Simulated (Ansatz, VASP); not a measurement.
# One calculation of BN, two programs

```
B N
1.0
    -1.81236    1.81236    0.00000
     0.00000    0.00000    3.62471
     1.81236    1.81236    0.00000
B N
2 2
Direct
  0.00000 0.00000 0.00000
  0.50000 0.50000 0.50000
  0.00000 0.25000 0.50000
  0.50000 0.75000 0.00000
```

Alike in both runs: task single point; functional PBE; k mesh 12 × 8 × 12; occupations fermi-dirac, width 0.02 eV; no spin polarisation.

|  | VASP | Ansatz |
| --- | --- | --- |
| version | VASP 6.6.1 | Ansatz 0.2.0 |
| potentials or method | VASP PAW PBE potentials, release 64 (B, N), cutoff 520 eV | all-electron LAPW, scalar-relativistic |

```tsv
	VASP	Ansatz	Ansatz less VASP
gap on the k mesh at the Fermi level (eV)	4.45	4.46	+0.008
pressure (GPa)	0.2	0.0	-0.24
```

Ansatz ran all-electron here, and VASP with PAW potentials.
